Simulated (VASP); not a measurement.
Crystal: Sb.

```xyz
2
Lattice="3.0802 0.0000 0.0000 0.0000 4.2888 0.0000 -0.0384 0.0000 4.3463" Properties=species:S:1:pos:R:3 pbc="T T T"
Sb    0.0258    1.0722    1.0482
Sb    3.0160    3.2166    3.2981
```

Base run:

| Property | Result |
| --- | --- |
| Program | VASP 6.6.1 |
| Functional | r2SCAN |
| Potentials or basis | VASP PAW PBE potentials, release 64 (Sb) |
| Cutoff | 520 eV |
| k mesh | 9 × 6 × 6 |
| Occupations | fermi-dirac, width 0.05 eV |
| Spin | no spin polarisation |

Its results: band gap on the k mesh zero (bands 5 and 6 overlap by 9.26 eV); pressure 1.7 GPa; largest force 0.106 eV/Å.

**Question.** The run is repeated on the same cell with these changes: functional from r2SCAN to HSE06; k mesh from 9 × 6 × 6 to 6 × 4 × 4. What comes out?

**Answer.** Band gap on the k mesh zero (bands 5 and 6 overlap by 10.30 eV); pressure 0.1 GPa; largest force 0.045 eV/Å.

Several settings changed at once.

Caveats: some runs use coarse meshes; the PAW data sets were made with another functional, which shifts forces and pressure a little; spin-orbit coupling is left out, which moves the levels of the heavy elements.
